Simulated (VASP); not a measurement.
# MnO (R-3m) in VASP: single point with r2SCAN

Aim: the single point of MnO with r2SCAN.

Program: VASP 6.6.1. These are calculated values, not measurements. Logs are shortened: lines on timing, memory, paths and dates and some standing lists are left out, and cuts for length are marked.

### Step 1. The cell of the first run

The structure is trigonal, space group R-3m (No. 166). Conventional cell: a = 3.151 Å, b = 3.151 Å, c = 7.495 Å, α = 90.00°, β = 90.00°, γ = 120.00°. Mn (site symmetry -3m) has 6 O at 2.21 Å within 2.9 Å. O (site symmetry -3m) has 6 Mn at 2.21 Å within 2.9 Å.

### Step 2. Single point, r2SCAN, collinear spin, antiferromagnetic start

File POSCAR:

```
MnO
1.0
   -2.1420790156     -2.1420790156      4.3701795693
   -4.3701795693     -2.1420790156      2.1420790156
   -2.1420790156     -4.3701795693      2.1420790156
Mn O
2 2
Direct
    0.0000000000      0.0000000000      0.0000000000
    0.5000000000      0.5000000000      0.5000000000
    1.2500000000     -0.7500000000     -0.7500000000
    1.7500000000     -0.2500000000     -0.2500000000
```

File INCAR.step1:

```
SYSTEM = MnO
PREC = Accurate
ENCUT = 520
ISMEAR = 0
SIGMA = 0.02
LREAL = .False.
LASPH = .True.
NELM = 150
ISPIN = 2
MAGMOM = 4.62 -4.62 0 0
LMAXMIX = 4
NBANDS = 31
GGA = PE
ALGO = Normal
EDIFF = 1E-4
LWAVE = .True.
LCHARG = .False.
```

File INCAR.step2:

```
SYSTEM = MnO
PREC = Accurate
ENCUT = 520
EDIFF = 1E-7
ISMEAR = 0
SIGMA = 0.02
LREAL = .False.
LASPH = .True.
NELM = 150
ALGO = Normal
ISIF = 2
LWAVE = .False.
LCHARG = .True.
ISPIN = 2
MAGMOM = 4.62 -4.62 0 0
LORBIT = 11
LMAXMIX = 4
METAGGA = R2SCAN
LMIXTAU = .True.
LELF = .True.
LVHAR = .True.
NBANDS = 31
ISTART = 1
```

File KPOINTS:

```
Automatic mesh
0
Gamma
  12 12 12
  0 0 0
```

Potentials or basis: VASP PAW PBE potentials, release 64 (Mn_pv, O).

Command:

```
cat potpaw_PBE.64/Mn_pv/POTCAR potpaw_PBE.64/O/POTCAR > POTCAR
cp INCAR.step1 INCAR
mpirun -np 1 vasp_std > vasp.out
cp INCAR.step2 INCAR
mpirun -np 1 vasp_std > vasp.out
```

OUTCAR:

```text
SYSTEM = MnO
   PREC = Accurate
   ENCUT = 520
   EDIFF = 1E-7
   ISMEAR = 0
   LREAL = .False.
   LASPH = .True.
   NELM = 150
   ISIF = 2
   ISPIN = 2
   LORBIT = 11
   METAGGA = R2SCAN
   ISTART = 1

 ion  position               nearest neighbor table
   1  0.000  0.000  0.000-   4 2.21   4 2.21   4 2.21   3 2.21   3 2.21   3 2.21   2 3.09   2 3.09
                             2 3.09   2 3.09   2 3.09   2 3.09
   2  0.500  0.500  0.500-   3 2.21   3 2.21   3 2.21   4 2.21   4 2.21   4 2.21   1 3.09   1 3.09
                             1 3.09   1 3.09   1 3.09   1 3.09
   3  0.250  0.250  0.250-   1 2.21   1 2.21   1 2.21   2 2.21   2 2.21   2 2.21
   4  0.750  0.750  0.750-   2 2.21   2 2.21   2 2.21   1 2.21   1 2.21   1 2.21

  LATTYP: Found a trigonal (rhomboedric) cell.
 ALAT       =     5.3174688044
 COS(alpha) =     0.8244262150

  Lattice vectors:

 A1 = (  -2.1420790156,  -2.1420790156,   4.3701795693)
 A2 = (  -4.3701795693,  -2.1420790156,   2.1420790156)
 A3 = (  -2.1420790156,  -4.3701795693,   2.1420790156)

Analysis of symmetry for initial positions (statically):
=====================================================================
 Subroutine PRICEL returns following result:

  LATTYP: Found a trigonal (rhomboedric) cell.
 ALAT       =     3.0904829170
 COS(alpha) =     0.4802232151
[... 12 lines left out ...]
 Subroutine GETGRP returns: Found 12 space group operations
 (whereof 12 operations were pure point group operations)
 out of a pool of 12 trial point group operations.

The static configuration has the point symmetry D_3d.

Analysis of symmetry for dynamics (positions and initial velocities):
=====================================================================
 Subroutine PRICEL returns following result:

  LATTYP: Found a trigonal (rhomboedric) cell.
 ALAT       =     3.0904829170
 COS(alpha) =     0.4802232151
[... 12 lines left out ...]
 Subroutine GETGRP returns: Found 12 space group operations
 (whereof 12 operations were pure point group operations)
 out of a pool of 12 trial point group operations.

The dynamic configuration has the point symmetry D_3d.

Analysis of structural, dynamic, and magnetic symmetry:
=====================================================================
 Subroutine PRICEL returns following result:

  LATTYP: Found a trigonal (rhomboedric) cell.
 ALAT       =     3.0904829170
 COS(alpha) =     0.4802232151
[... 12 lines left out ...]
 Subroutine GETGRP returns: Found 12 space group operations
 (whereof 12 operations were pure point group operations)
 out of a pool of 12 trial point group operations.

The overall configuration has the point symmetry D_3d.

 Subroutine INISYM returns: Found 12 space group operations
 (whereof 12 operations are pure point group operations),
 and found     2 'primitive' translations

----------------------------------------------------------------------------------------

                                     Primitive cell

  volume of cell :      21.4819

  direct lattice vectors                    reciprocal lattice vectors
    -2.185089785  0.043010769  2.185089785    -0.226636922  0.222175857  0.226636922
    -2.185089785 -2.185089785 -0.043010769    -0.226636922 -0.226636922 -0.222175857
     0.043010769 -2.185089785  2.185089785     0.222175857 -0.226636922  0.226636922

  length of vectors
     3.090482917  3.090482917  3.090482917     0.389988077  0.389988077  0.389988077

  position of ions in fractional coordinates (direct lattice)
     0.000000000  0.000000000  0.000000000
     0.500000000  0.500000000  0.500000000

  ion indices of the primitive-cell ions
   primitive index   ion index
                 1           1
                 2           3

----------------------------------------------------------------------------------------

 KPOINTS: Automatic mesh

Automatic generation of k-mesh.
 Grid dimensions read from file:
 generate k-points for:   12   12   12

 Generating k-lattice:

  Cartesian coordinates                     Fractional coordinates (reciprocal lattice)
     0.009257327  0.009257327  0.028143738     0.083333333  0.000000000  0.000000000
    -0.028143738  0.009257327 -0.009257327     0.000000000  0.083333333  0.000000000
     0.009257327 -0.028143738 -0.009257327     0.000000000  0.000000000  0.083333333

  Length of vectors
     0.031039752  0.031039752  0.031039752

  Shift w.r.t. Gamma in fractional coordinates (k-lattice)
     0.000000000  0.000000000  0.000000000

 Subroutine IBZKPT returns following result:
 ===========================================

 Found    189 irreducible k-points:

 Following reciprocal coordinates:
            Coordinates               Weight
  0.000000  0.000000  0.000000      1.000000
  0.083333 -0.000000 -0.000000      6.000000
  0.166667  0.000000  0.000000      6.000000
  0.250000  0.000000  0.000000      6.000000
  0.333333  0.000000  0.000000      6.000000
  0.416667 -0.000000 -0.000000      6.000000
[... 16 lines left out ...]
  0.500000  0.166667  0.000000     12.000000
 -0.416667  0.166667  0.000000     12.000000
 [... further k-points ...]
   k-points           NKPTS =    189   k-points in BZ     NKDIM =    189   number of bands    NBANDS=     31
   number of dos      NEDOS =    301   number of ions     NIONS =      4
   total plane-waves  NPLWV =  64000
   dimension x,y,z NGX =    40 NGY =   40 NGZ =   40
   dimension x,y,z NGXF=    80 NGYF=   80 NGZF=   80
   ions per type =               2   2
   NGX,Y,Z   is equivalent  to a cutoff of  12.51, 12.51, 12.51 a.u.
   NGXF,Y,Z  is equivalent  to a cutoff of  25.01, 25.01, 25.01 a.u.
 SYSTEM =  MnO
   PREC   = accura    normal or accurate (medium, high low for compatibility)
   ISTART =      1    job   : 0-new  1-cont  2-samecut
   ICHARG =      0    charge: 1-file 2-atom 10-const
   ISPIN  =      2    spin polarized calculation?
   LNONCOLLINEAR =      F non collinear calculations
   LSORBIT =      F    spin-orbit coupling
   LASPH  =      T    aspherical Exc in radial PAW
   ENCUT  =  520.0 eV  38.22 Ry    6.18 a.u.   9.89  9.89  9.89*2*pi/ulx,y,z
   NELM   =    150;   NELMIN=  2; NELMDL=  0     # of ELM steps
   EDIFF  = 0.1E-06   stopping-criterion for ELM
   LREAL  =      F    real-space projection
   EDIFFG = 0.1E-05   stopping-criterion for IOM
   NSW    =      0    number of steps for IOM
   IBRION =     -1    ionic relax: 0-MD 1-quasi-New 2-CG
   NFREE  =      0    steps in history (QN), initial steepest desc. (CG)
   ISIF   =      2    stress and relaxation
   ISYM   =      2    0-nonsym 1-usesym 2-fastsym
   POTIM  = 0.5000    time-step for ionic-motion
   TEBEG  =    0.0;   TEEND  =   0.0 temperature during run
   PSTRESS=    0.0 pullay stress
   NELECT =      38.0000    total number of electrons
   NUPDOWN=      -1.0000    fix difference up-down
   EMIN   =  10.00;   EMAX   =-10.00  energy-range for DOS
   EFERMI =   0.00;   METHOD = LEGACY
   ISMEAR =     0;   SIGMA  =   0.02  broadening in eV -4-tet -1-fermi 0-gaus
   EFERMI_NEDOS =   21; number of points for ismear=-14 and -15
   IALGO  =     38    algorithm
   IMIX   =      4    mixing-type and parameters
     AMIX     =   0.40;   BMIX     =  1.00
     AMIX_MAG =   1.60;   BMIX_MAG =  1.00
  volume/ion in A,a.u.               =      10.74        72.48
  Fermi-wavevector in a.u.,A,eV,Ry     =   1.571454  2.969617 33.599130  2.469466
  Thomas-Fermi vector in A             =   2.673035
   LORBIT       =     11    0 simple, 1 ext, 2 COOP (PROOUT), +10 PAW based schemes
   METAGGA = R2SCAN    functional components
   LHFCALC =     F    Hartree Fock is set to
   AEXX    =    0.0000 exact exchange contribution
   IVDW    =     0    specifies the selected vdW correction
   LEPSILON=     F    determine dielectric tensor
   LRPA    =     F    only Hartree local field effects (RPA)
 spin polarized calculation
 Gauss-broadening in eV      SIGMA  =   0.02
  energy-cutoff  :      520.00
  volume of cell :       42.96
 maximum number of plane-waves:      1173
   NGX = 19   NGY = 19   NGZ = 19

 number of electron      38.0000009 magnetization      -0.0000000

 number of electron      38.0000009 magnetization       0.0000000

 Free energy of the ion-electron system (eV)
  ---------------------------------------------------
  ext. energy  EPLUGINS =         0.00000000
  ---------------------------------------------------
  free energy    TOTEN  =       -49.20644987 eV

  energy without entropy =      -49.20644987  energy(sigma->0) =      -49.20644987

 E-fermi :   6.7893     XC(G=0): -12.6872

 val. band max:        6.6736928641   @ k =   0.5000   0.5000   0.5000
 cond. band min:       8.3867088686   @ k =   0.0000   0.0000   0.0000
 fundamental gap:      1.7130160045
 Fermi energy:         6.7892796554

 spin component 1

 k-point     1 :       0.0000    0.0000    0.0000
  band No.  band energies     occupation
      1     -45.0200      1.00000
      2     -44.9638      1.00000
      3     -44.9638      1.00000
      4     -38.7572      1.00000
      5     -38.7021      1.00000
      6     -38.7021      1.00000
[... 805 lines left out ...]
     30      18.5904      0.00000
     31      21.7107      0.00000

 [... further k-points ...]

 spin component 2

 k-point     1 :       0.0000    0.0000    0.0000
  band No.  band energies     occupation
      1     -45.0200      1.00000
      2     -44.9638      1.00000
      3     -44.9638      1.00000
      4     -38.7572      1.00000
      5     -38.7021      1.00000
      6     -38.7021      1.00000
[... 805 lines left out ...]
     30      18.5904      0.00000
     31      21.7107      0.00000

 [... further k-points ...]

------------------------ aborting loop because EDIFF is reached ----------------------------------------

  FORCE on cell =-STRESS in cart. coord.  units (eV):
  Direction    XX          YY          ZZ          XY          YZ          ZX
  --------------------------------------------------------------------------------------
  -------------------------------------------------------------------------------------
  Total        0.0568746      0.0568746      0.0568746     -0.0054069      0.0054069      0.0054069
  in kB        2.1209243      2.1209243      2.1209243     -0.2016293      0.2016293      0.2016293
  external PRESSURE =       2.1209243 kB  Pullay stress =       0.0000000 kB

 VOLUME and BASIS-vectors are now :
 -----------------------------------------------------------------------------
  energy-cutoff  :      520.00
  volume of cell :       42.96
      direct lattice vectors                 reciprocal lattice vectors
    -2.142079016 -2.142079016  4.370179569     0.111087928  0.111087928  0.337724850
    -4.370179569 -2.142079016  2.142079016    -0.337724850  0.111087928 -0.111087928
    -2.142079016 -4.370179569  2.142079016     0.111087928 -0.337724850 -0.111087928

 POSITION                                       TOTAL-FORCE (eV/Angst)
 -----------------------------------------------------------------------------------
      0.00000      0.00000      0.00000        -0.000000      0.000000      0.000000
     -4.32717     -4.32717      4.32717        -0.000000      0.000000      0.000000
     -2.16358     -2.16358      2.16358         0.000000     -0.000000     -0.000000
     -6.49075     -6.49075      6.49075         0.000000     -0.000000      0.000000
 -----------------------------------------------------------------------------------
    total drift:                                0.000000      0.000000      0.000000

  FREE ENERGIE OF THE ION-ELECTRON SYSTEM (eV)
  ---------------------------------------------------
  free  energy   TOTEN  =       -49.2064498659 eV

  energy  without entropy=      -49.2064498659  energy(sigma->0) =      -49.20644987

 total charge

# of ion       s       p       d       tot
------------------------------------------
    1        0.209   6.177   4.979  11.365
    2        0.209   6.177   4.979  11.365
    3        1.561   3.473   0.000   5.034
    4        1.561   3.473   0.000   5.034
--------------------------------------------------
tot          3.541  19.299   9.957  32.797

 magnetization (x)

# of ion       s       p       d       tot
------------------------------------------
    1        0.013   0.016   4.415   4.445
    2       -0.013  -0.016  -4.415  -4.445
    3        0.000   0.000   0.000   0.000
    4        0.000   0.000   0.000   0.000
--------------------------------------------------
tot         -0.000   0.000   0.000  -0.000
```

It took 1.8 h on 1 thread of Oxide Virtual Turin-like, shared host; peak memory 0.53 GiB.

What came out:

```
Free energy                                           : -49.2064 eV
Pressure                                              : 0.2 GPa
Band gap on the k mesh                                : 1.71 eV
Net moment                                            : 0.00 μB per cell
Site moments                                          : Mn +4.45, -4.45; O +0.00 μB
Valence electrons inside the program's atomic spheres : Mn 11.37; O 5.03
```

Caveat: the PAW data sets were made with another functional, which shifts forces and pressure a little. A k mesh can miss the band edges.
